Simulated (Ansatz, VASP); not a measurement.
**One calculation of NaF, two programs**

```
CELL_PARAMETERS angstrom
0.00000 2.39273 2.39273
2.39273 0.00000 2.39273
2.39273 2.39273 0.00000
ATOMIC_POSITIONS crystal
Na 0.00000 0.00000 0.00000
F 0.50000 0.50000 0.50000
```

Change from the starting cell: hydrostatic strain +4.2%.

Alike in both runs: task single point; functional PBE; k mesh 10 × 10 × 10; occupations fermi-dirac, width 0.02 eV; no spin polarisation.

|  | VASP | Ansatz |
| --- | --- | --- |
| version | VASP 6.6.1 | Ansatz 0.2.0 |
| potentials or method | VASP PAW PBE potentials, release 64 (Na_pv, F) | plane waves, PAW |
| plane-wave cutoff (eV) | 520 | 420 |
| valence electrons in the cell | 14 | 16 |

Ansatz gave:

- gap on the k mesh at the Fermi level (eV): 5.82
- pressure (GPa): -2.1

Q: What did VASP give for the same quantities?

A: gap on the k mesh at the Fermi level (eV): 5.81; pressure (GPa): -2.3.

VASP's potentials hold 14 valence electrons a cell and Ansatz's 16, so a difference there can come from the potentials and not from the codes.
